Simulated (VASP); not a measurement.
AlCu3: single point with PBEsol

AlCu3:

```
CELL_PARAMETERS angstrom
0.00000 2.66721 2.66721
2.88347 -0.21626 2.88347
2.88347 2.88347 -0.21626
ATOMIC_POSITIONS crystal
Al 0.00000 0.00000 0.00000
Cu 0.50000 0.50000 0.50000
Cu 0.25000 0.25000 0.25000
Cu 0.75000 0.75000 0.75000
```

This cell differs from its parent crystal: strain -0.1500 x Voigt [0, 0, 0, 1, 0, 0].

```yaml
Program: VASP 6.6.1
Task: single point
Functional: PBEsol
Potentials_or_basis: VASP PAW PBE potentials, release 64 (Al, Cu)
Cutoff: 520 eV
k_mesh: 14 × 14 × 14
Occupations: gaussian, width 0.15 eV
Spin: no spin polarisation
```

The pressure is 4.7 GPa and the band gap on the k mesh is zero (band 18 reaches 11.66 eV, above the bottom of band 19 at 6.58 eV).

Stress tensor (GPa, compression positive):
```
 6.48  0.00  0.00
 0.00  3.83 17.29
 0.00 17.29  3.83
```

Levels at points of the mesh, in eV from the Fermi level:
| k point | band 16 | band 17 | band 18 | band 19 | band 20 | band 21 |
| --- | --- | --- | --- | --- | --- | --- |
| (0.00, 0.00, 0.00) | -2.49 | 2.76 | 2.84 | 3.40 | 3.44 | 4.77 |
| (0.50, 0.00, 0.00) | -2.48 | -2.24 | 1.94 | 2.17 | 2.28 | 2.53 |
| (0.00, 0.50, 0.00) | -2.52 | -2.26 | 2.55 | 2.88 | 3.34 | 3.48 |
| (0.50, 0.50, 0.00) | -2.32 | -2.28 | -2.22 | -2.16 | 1.95 | 2.38 |
| (0.00, 0.50, 0.50) | -2.39 | -2.34 | -2.25 | -1.05 | 0.81 | 3.67 |

Run time: 5.2 min on 1 thread of AMD EPYC 9R45 96-Core Processor (Zen 5), with other jobs on the host, peak memory 0.48 GiB.

Caveat: the cell differs from its parent crystal (strain -0.1500 x Voigt [0, 0, 0, 1, 0, 0]); the PAW data sets were made with another functional, which shifts forces and pressure a little.
